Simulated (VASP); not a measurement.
# O (P-1) in VASP: further runs, part 2 of 2

VASP 6.6.1. Earlier steps stand in the parts before.

## Step 3: Electric field gradients, PBE (atom 1 (O) moved by [0.035355, 0.035355, 0.0] A)

INCAR reads:

```
ALGO     = Normal         # electronic algorithm
EDIFF    = 1E-8           # SCF threshold, eV
ENCUT    = 520            # plane-wave cutoff, eV
GGA      = PE             # functional
ISIF     = 2              # what is computed and relaxed
ISMEAR   = -1             # smearing method
LASPH    = T              # aspherical terms in the spheres
LCHARG   = F              # write CHGCAR
LEFG     = T            
LREAL    = F              # projectors in reciprocal space
LWAVE    = F              # write WAVECAR
NBANDS   = 13             # bands
NELM     = 80             # most SCF steps
PREC     = Accurate       # precision mode
SIGMA    = 0.01           # smearing width, eV
```

KPOINTS reads:

```
k-points
0
Gamma
  11 11 8
```

POSCAR reads:

```
O
1.0
    2.7015000000     -1.7145000000      0.0000000000
    2.7015000000      1.7145000000      0.0000000000
   -1.9649900000      0.0000000000      3.7479900000
O
2
Direct
    0.0602330007      0.0808541731      0.1530000000
    0.9360000000      0.9360000000      0.8470000000
```

Potentials or basis: VASP PAW PBE potentials, release 64 (O).

Started as:

```sh
$ cat potpaw_PBE.64/O/POTCAR > POTCAR
$ mpirun -np 1 vasp_std > vasp.out
```

OUTCAR:

```text
EDIFF = 1E-8
   ENCUT = 520
   GGA = PE
   ISIF = 2
   ISMEAR = -1
   LASPH = T
   LREAL = F
   NELM = 80
   PREC = Accurate

 ion  position               nearest neighbor table
   1  0.060  0.081  0.153-   2 1.15
   2  0.936  0.936  0.847-   1 1.15

  LATTYP: Found a base centered monoclinic cell.
 ALAT       =     5.4030000000
 B/A-ratio  =     0.6346474181
 C/A-ratio  =     0.7832421112
 COS(beta)  =    -0.4643327837

  Lattice vectors:

 A1 = (   2.7015000000,  -1.7145000000,   0.0000000000)
 A2 = (   2.7015000000,   1.7145000000,   0.0000000000)
 A3 = (  -1.9649900000,   0.0000000000,   3.7479900000)

Analysis of symmetry for initial positions (statically):
=====================================================================
 Subroutine PRICEL returns:
 Original cell was already a primitive cell.

 Routine SETGRP: Setting up the symmetry group for a
 base centered monoclinic supercell.

 Subroutine GETGRP returns: Found  2 space group operations
 (whereof  1 operations were pure point group operations)
 out of a pool of  4 trial point group operations.

The static configuration has the point symmetry C_1 .
 The point group associated with its full space group is S_2 .

Analysis of symmetry for dynamics (positions and initial velocities):
=====================================================================
 Subroutine PRICEL returns:
 Original cell was already a primitive cell.

 Routine SETGRP: Setting up the symmetry group for a
 base centered monoclinic supercell.

 Subroutine GETGRP returns: Found  2 space group operations
 (whereof  1 operations were pure point group operations)
 out of a pool of  4 trial point group operations.

The dynamic configuration has the point symmetry C_1 .
 The point group associated with its full space group is S_2 .

 Subroutine INISYM returns: Found  2 space group operations
 (whereof  1 operations are pure point group operations),
 and found     1 'primitive' translations

----------------------------------------------------------------------------------------

                                     Primitive cell

  volume of cell :      34.7193

  direct lattice vectors                    reciprocal lattice vectors
     2.701500000 -1.714500000  0.000000000     0.185082362 -0.291630213  0.097034675
     2.701500000  1.714500000  0.000000000     0.185082362  0.291630213  0.097034675
    -1.964990000  0.000000000  3.747990000     0.000000000  0.000000000  0.266809677

  length of vectors
     3.199626931  3.199626931  4.231857127     0.358774845  0.358774845  0.266809677

  position of ions in fractional coordinates (direct lattice)
     0.060233001  0.080854173  0.153000000
     0.936000000  0.936000000  0.847000000

  ion indices of the primitive-cell ions
   primitive index   ion index
                 1           1
                 2           2

----------------------------------------------------------------------------------------

 KPOINTS: k-points
[... 85 lines left out ...]
   IALGO  =     38    algorithm
   IMIX   =      4    mixing-type and parameters
     AMIX     =   0.40;   BMIX     =  1.00
     AMIX_MAG =   1.60;   BMIX_MAG =  1.00
  volume/ion in A,a.u.               =      17.36       117.15
  Fermi-wavevector in a.u.,A,eV,Ry     =   1.148890  2.171086 17.958972  1.319947
  Thomas-Fermi vector in A             =   2.285562
   LORBIT       =      0    0 simple, 1 ext, 2 COOP (PROOUT), +10 PAW based schemes
   GGA     = PE    functional components
   LHFCALC =     F    Hartree Fock is set to
   AEXX    =    0.0000 exact exchange contribution
   IVDW    =     0    specifies the selected vdW correction
   LEPSILON=     F    determine dielectric tensor
   LRPA    =     F    only Hartree local field effects (RPA)
 non-spin polarized calculation
  energy-cutoff  :      520.00
  volume of cell :       34.72
 maximum number of plane-waves:       956
   NGX = 11   NGY = 11   NGZ = 15

 number of electron      12.0000003 magnetization

 Free energy of the ion-electron system (eV)
  ---------------------------------------------------
  ext. energy  EPLUGINS =         0.00000000
  ---------------------------------------------------
  free energy    TOTEN  =        -8.90205834 eV

  energy without entropy =       -8.90066732  energy(sigma->0) =       -8.90136283

 E-fermi :  -1.3629     XC(G=0):  -7.3837

 val. band max:       -1.3639693221   @ k =  -0.2727   0.4545   0.0000
 cond. band min:      -1.3610813098   @ k =  -0.1818   0.0909  -0.3750
 fundamental gap:      0.0028880123
 Fermi energy:        -1.3628583050

 k-point     1 :       0.0000    0.0000    0.0000
  band No.  band energies     occupation
      1     -30.0656      2.00000
      2     -15.2402      2.00000
      3      -9.9119      2.00000
      4      -8.9680      2.00000
      5      -8.8978      2.00000
      6      -1.1731      0.00000
      7      -1.0496      0.00000
      8       4.7354      0.00000
      9      10.9344      0.00000
     10      11.1054      0.00000
     11      13.9912      0.00000
     12      15.8549      0.00000
     13      17.2086      0.00000
[... 354 lines left out ...]
  band No.  band energies     occupation
      1     -29.9883      2.00000
      2     -15.2356      2.00000
      3      -9.8532      2.00000
      4      -9.2784      2.00000
      5      -9.0598      2.00000
      6      -1.7377      2.00000
      7      -1.2815      0.00059
      8       7.1141      0.00000
      9       9.6133      0.00000
     10      11.3907      0.00000
     11      12.9800      0.00000
     12      13.7431      0.00000
     13      16.6667      0.00000

 [... further k-points ...]

------------------------ aborting loop because EDIFF is reached ----------------------------------------

  FORCE on cell =-STRESS in cart. coord.  units (eV):
  Direction    XX          YY          ZZ          XY          YZ          ZX
  --------------------------------------------------------------------------------------
  -------------------------------------------------------------------------------------
  Total       -1.0439611     -0.7876891      8.5243834      0.0433017      0.2075727      0.6038464
  in kB      -48.1752550    -36.3491751    393.3713068      1.9982243      9.5787751     27.8654594
  external PRESSURE =     102.9489589 kB  Pullay stress =       0.0000000 kB

 VOLUME and BASIS-vectors are now :
 -----------------------------------------------------------------------------
  energy-cutoff  :      520.00
  volume of cell :       34.72
      direct lattice vectors                 reciprocal lattice vectors
     2.701500000 -1.714500000  0.000000000     0.185082362 -0.291630213  0.097034675
     2.701500000  1.714500000  0.000000000     0.185082362  0.291630213  0.097034675
    -1.964990000  0.000000000  3.747990000     0.000000000  0.000000000  0.266809677

 POSITION                                       TOTAL-FORCE (eV/Angst)
 -----------------------------------------------------------------------------------
      0.08050      0.03536      0.57344         0.516314      0.168933      7.498384
      3.39286      0.00000      3.17455        -0.516314     -0.168933     -7.498384
 -----------------------------------------------------------------------------------
    total drift:                                0.000025     -0.000000      0.000018

  FREE ENERGIE OF THE ION-ELECTRON SYSTEM (eV)
  ---------------------------------------------------
  free  energy   TOTEN  =        -8.9020583427 eV

  energy  without entropy=       -8.9006673213  energy(sigma->0) =       -8.90136283

 Electric field gradients (V/A^2)
---------------------------------------------------------------------
 ion       V_xx      V_yy      V_zz      V_xy      V_xz      V_yz
---------------------------------------------------------------------
   1     -51.243   -62.170   113.413     0.126    18.323     5.292
   2     -51.243   -62.170   113.413     0.126    18.323     5.292
---------------------------------------------------------------------

 Electric field gradients after diagonalization (V/A^2)
 (convention: |V_zz| > |V_xx| > |V_yy|)
----------------------------------------------------------------------
 ion       V_xx      V_yy      V_zz     asymmetry (V_yy - V_xx)/ V_zz
----------------------------------------------------------------------
   1     -62.349   -53.235   115.584       0.079
   2     -62.349   -53.235   115.584       0.079
----------------------------------------------------------------------

           NMR quadrupolar parameters

 Cq : quadrupolar parameter    Cq=e*Q*V_zz/h
 eta: asymmetry parameters     (V_yy - V_xx)/ V_zz
 Q  : nuclear electric quadrupole moment in mb (millibarn)
----------------------------------------------------------------------
 ion       Cq(MHz)       eta       Q (mb)
----------------------------------------------------------------------
   1       0.279       0.079       1.000
   2       0.279       0.079       1.000
----------------------------------------------------------------------
```

Wall time 1.7 min (1 thread of Oxide Virtual Turin-like, shared host); peak memory 0.24 GiB.

What came out:

```
Free energy                             : -8.9021 eV
Pressure                                : 10.3 GPa
Largest force                           : 7.518 eV/Å
Band gap on the k mesh                  : zero (bands 6 and 7 overlap by 0.57 eV)
Largest electric field gradient by atom : O +115.6 V/Å²
```

Forces on the atoms (eV/Å):
```
O    0.516  0.169  7.498
O   -0.516 -0.169 -7.498
```

Electric field gradients, principal values (V/Å²):
| atom | least | middle | greatest (by size) |
| --- | --- | --- | --- |
| 1 O | -53.235 | -62.349 | 115.584 |
| 2 O | -53.235 | -62.349 | 115.584 |

Caveat: the cell differs from its parent crystal (atom 1 (O) moved by [0.035355, 0.035355, 0.0] A); the standard files for N, O and F lose accuracy on very short bonds; spin is off for a triplet molecule; the stress differs along the axes, from -5 to 39 GPa; this functional lacks dispersion, which holds the molecules together, so the pressure and a relaxed volume are unreliable; without QUAD_EFG the Cq values of the log hold for a quadrupole moment of 1 mb, not for the nuclei; forces of over 1 eV/Å act on the atoms, so gaps and moduli don't describe the material at rest.
